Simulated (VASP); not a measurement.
Write the native input for VASP 6.6.1 that does the following.

| Quantity | Value |
| --- | --- |
| Task | single point |
| Functional | PBE |
| Potentials or basis | VASP PAW PBE potentials, release 64 (Na_pv, W_sv, F) |
| Cutoff | 520 eV |
| k mesh | 4 × 4 × 4 |
| Occupations | gaussian, width 0.1 eV |
| Spin | collinear spin |
| Starting moments | [0.0, 0.0, 0.91, 0.05, 0.05, 0.05, 0.05, 0.05, 0.05] μB |
| Dipole correction | no |
| Further INCAR settings | ALGO = Normal; EDIFF = 1e-06; NBANDS = 49 |

The structure of Na2WF6 lies in POSCAR:

```
Na2WF6
1.0
    0.0000000000      3.8211098500      3.8211098500
    3.8211098500      0.0000000000      3.8211098500
    3.8211098500      3.8211098500      0.0000000000
Na W F
2 1 6
Direct
    0.2500000000      0.2500000000      0.2500000000
    0.7500000000      0.7500000000      0.7500000000
    0.0000000000      0.0000000000      0.0000000000
    0.7500000000      0.2500000000      0.2500000000
    0.2500000000      0.7500000000      0.7500000000
    0.2500000000      0.7500000000      0.2500000000
    0.7500000000      0.2500000000      0.7500000000
    0.2500000000      0.2500000000      0.7500000000
    0.7500000000      0.7500000000      0.2500000000
```

This cell differs from its parent crystal: atoms taken out.

The input as run:

INCAR

```
PREC = Accurate ; ENCUT = 520
EDIFF = 1E-6 ; ISMEAR = 0
SIGMA = 0.1 ; LREAL = F
LASPH = T ; NELM = 150
ALGO = Normal ; ISIF = 2
LWAVE = F ; LCHARG = F
ISPIN = 2 ; MAGMOM = 0 0 0.91 0.05 0.05 0.05 0.05 0.05 0.05
LORBIT = 11 ; LMAXMIX = 4
GGA = PE ; NBANDS = 49
```

KPOINTS

```
Automatic mesh
0
Gamma
  4 4 4
```

Potentials or basis: VASP PAW PBE potentials, release 64 (Na_pv, W_sv, F).

The run is started by

```sh
$ cat potpaw_PBE.64/Na_pv/POTCAR potpaw_PBE.64/W_sv/POTCAR potpaw_PBE.64/F/POTCAR > POTCAR
$ mpirun -np 1 vasp_std > vasp.out
```

Results of the run:

```
Pressure                                              : 15.5 GPa
Band gap on the k mesh                                : zero (filled and empty bands overlap)
Net moment                                            : 2.00 μB per cell
Site moments                                          : Na -0.00; W +1.56; F +0.04 μB
Valence electrons inside the program's atomic spheres : Na 5.99; W 12.13; F 6.12
```

Caveat: the cell differs from its parent crystal (atoms taken out); the cell stands under pressure; spin-orbit coupling is left out, which moves the levels of the heavy elements.

Wall time 48 s on 1 thread of Intel(R) Xeon(R) 6975P-C (Granite Rapids), on a shared host, peak memory 0.31 GiB.
